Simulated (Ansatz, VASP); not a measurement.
## Al2O3: VASP beside Ansatz

```
Al O
1.0
     2.38689    1.37807    4.33817
    -2.38689    1.37807    4.33817
     0.00000   -2.75614    4.33817
Al O
4 6
Direct
  0.35208 0.35208 0.35208
  0.14792 0.14792 0.14792
  0.64792 0.64792 0.64792
  0.85208 0.85208 0.85208
  0.55585 0.94415 0.25000
  0.25000 0.55585 0.94415
  0.94415 0.25000 0.55585
  0.44415 0.05585 0.75000
  0.75000 0.44415 0.05585
  0.05585 0.75000 0.44415
```

Alike in both runs: functional PBEsol; k mesh 6 × 6 × 6; occupations gaussian, width 0.02 eV; no spin polarisation.

Ansatz relaxed the structure, and its values are those at the end. VASP's run is a single point on that final structure, the one shown.

|  | VASP | Ansatz |
| --- | --- | --- |
| version | VASP 6.6.1 | Ansatz 0.2.0 |
| potentials or method | VASP PAW PBE potentials, release 64 (Al, O), cutoff 520 eV | scalar-relativistic, plane waves, PAW |
| valence electrons in the cell | 48 | 48 |

```tsv
	VASP	Ansatz	Ansatz less VASP
gap on the k mesh at the Fermi level (eV)	6.04	6.03	-0.009
least direct gap on the mesh (eV)	6.04	6.03	-0.009
pressure (GPa)	0.1	0.0	-0.07
```

VASP's potentials were made for PBE, not for PBEsol.
